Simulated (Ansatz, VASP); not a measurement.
Two plane-wave programs on FePtC4N4

```
CELL_PARAMETERS angstrom
5.92566 0.00000 0.00000
0.00000 5.92566 0.00000
0.00000 0.00000 5.92566
ATOMIC_POSITIONS crystal
Fe 0.00000 0.00000 0.00000
Pt 0.50000 0.50000 0.50000
C 0.18806 0.18806 0.18806
C 0.18806 0.81194 0.81194
C 0.81194 0.18806 0.81194
C 0.81194 0.81194 0.18806
N 0.30299 0.30299 0.30299
N 0.30299 0.69701 0.69701
N 0.69701 0.30299 0.69701
N 0.69701 0.69701 0.30299
```

Alike in both runs: functional PBE; k mesh 4 × 4 × 4; occupations gaussian, width 0.1 eV; collinear spin.

Ansatz relaxed the structure, and its values are those at the end. VASP's run is a single point on that final structure, the one shown.

|  | VASP | Ansatz |
| --- | --- | --- |
| version | VASP 6.6.1 | Ansatz 0.2.0 |
| potentials or method | VASP PAW PBE potentials, release 64 (Fe, Pt, C, N), cutoff 520 eV | scalar-relativistic, plane waves, PAW |
| valence electrons in the cell | 54 | 70 |

|  | VASP | Ansatz | Ansatz less VASP |
| --- | --- | --- | --- |
| gap on the k mesh at the Fermi level (eV) | none | none | - |
| pressure (GPa) | 0.3 | -0.1 | -0.35 |
| rms of the force components (eV/Å) | 0.160 | 0.012 | -0.1480 |
| net moment per atom (μB) | 0.35 | 0.36 | +0.004 |
| size of the moment on the site where the two differ most (μB) | 2.93 | 2.61 | -0.313 |

Site moments also hang on the region over which each program counts them. A gap of «none» marks a metal or a gap that the smearing closes. One of these differences is far larger than is usual between the two programs; its cause wasn't traced. The functional is the same, so the differences come from potentials, cutoffs and numerics. VASP's potentials hold 54 valence electrons a cell and Ansatz's 70, so a difference there can come from the potentials and not from the codes.

Neither program's run includes spin-orbit coupling. Noted on VASP's run: the standard files for N, O and F lose accuracy on very short bonds.
